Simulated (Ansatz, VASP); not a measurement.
Pt in VASP and in Ansatz

```
Pt
1.0
     0.00000    2.29941    1.56291
     2.29941    0.00000    1.56291
     2.29941    2.29941    0.00000
Pt
1
Cartesian
  0.0000 0.0000 0.0000
```

Alike in both runs: task single point; functional LDA; k mesh 22 × 22 × 22; occupations gaussian, width 0.15 eV; no spin polarisation.

```csv
,VASP,Ansatz
version,VASP 6.6.1,Ansatz 0.2.0
potentials or method,"VASP PAW LDA potentials, release 64 (Pt), cutoff 520 eV","scalar-relativistic, plane waves, PAW"
valence electrons in the cell,10,18
```

VASP gave:

* gap on the k mesh at the Fermi level (eV): none
* pressure (GPa): -22.5
* traceless stress, the component that is largest in VASP (GPa): -2.41

What did Ansatz give for the same quantities?

gap on the k mesh at the Fermi level (eV): none; pressure (GPa): -23.0; traceless stress, the component that is largest in VASP (GPa): -2.46.

Ansatz warns that its potentials were made for another functional, while VASP's fit it. LDA's correlation is that of Perdew and Zunger in VASP and of Perdew and Wang (1992) in Ansatz. A gap of «none» marks a metal or a gap that the smearing closes. VASP's potentials hold 10 valence electrons a cell and Ansatz's 18, so a difference there can come from the potentials and not from the codes.

Spin-orbit coupling is off throughout.
